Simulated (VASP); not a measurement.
Pt: single point with PBEsol

Crystal: Pt.

```
CELL_PARAMETERS angstrom
0.00000 1.83358 1.83358
1.83358 0.00000 1.83358
1.83358 1.83358 0.00000
ATOMIC_POSITIONS crystal
Pt 0.00000 0.00000 0.00000
```

- Program: VASP 6.6.1
- Task: single point
- Functional: PBEsol
- Potentials or basis: VASP PAW PBE potentials, release 64 (Pt)
- Cutoff: 520 eV
- k mesh: 22 × 22 × 22
- Occupations: gaussian, width 0.15 eV
- Spin: collinear spin
- Starting moments: [0.35] μB
- Fixed moment: 0.35 μB
- Dipole correction: no
- Further INCAR settings: ALGO = Fast; EDIFF = 1e-07; NBANDS = 15

```
Pressure                                              : 97.7 GPa
Net moment                                            : 0.35 μB per cell
Site moments                                          : Pt +0.34 μB
Valence electrons inside the program's atomic spheres : Pt 9.97
```

Run time: 53 s on 1 thread of Intel(R) Xeon(R) 6975P-C (Granite Rapids), on a shared host, peak memory 0.21 GiB.

Caveat: the cell stands under pressure; the PAW data sets were made with another functional, which shifts forces and pressure a little; the total moment is fixed, so each spin has its own Fermi level.
